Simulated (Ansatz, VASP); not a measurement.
One calculation of Al3N, two programs

```
CELL_PARAMETERS angstrom
2.85676 0.00000 0.00000
-1.42838 2.47403 0.00000
0.00000 0.00000 21.60138
ATOMIC_POSITIONS crystal
Al 0.66667 0.33333 0.18517
Al 0.33333 0.66667 0.29168
Al 0.00000 0.00000 0.39819
N 0.00000 0.00000 0.49401
```

Alike in both runs: task single point; functional PBE; k mesh 9 × 9 × 1; occupations gaussian, width 0.1 eV; collinear spin.

|  | VASP | Ansatz |
| --- | --- | --- |
| version | VASP 6.6.1 | Ansatz 0.2.0 |
| potentials or method | VASP PAW PBE potentials, release 64 (Al, N), cutoff 520 eV | scalar-relativistic, plane waves, PAW |
| valence electrons in the cell | 14 | 14 |

```tsv
	VASP	Ansatz	Ansatz less VASP
gap on the k mesh at the Fermi level (eV)	none	none	-
rms of the force components (eV/Å)	0.848	0.853	+0.0055
net moment per atom (μB)	0.00	0.00	0.000
```

Atom by atom the forces differ by 0.006 eV/Å (rms over components). A gap of «none» marks a metal or a gap that the smearing closes. Ansatz's warnings: seeded moment not kept, spin hold released.
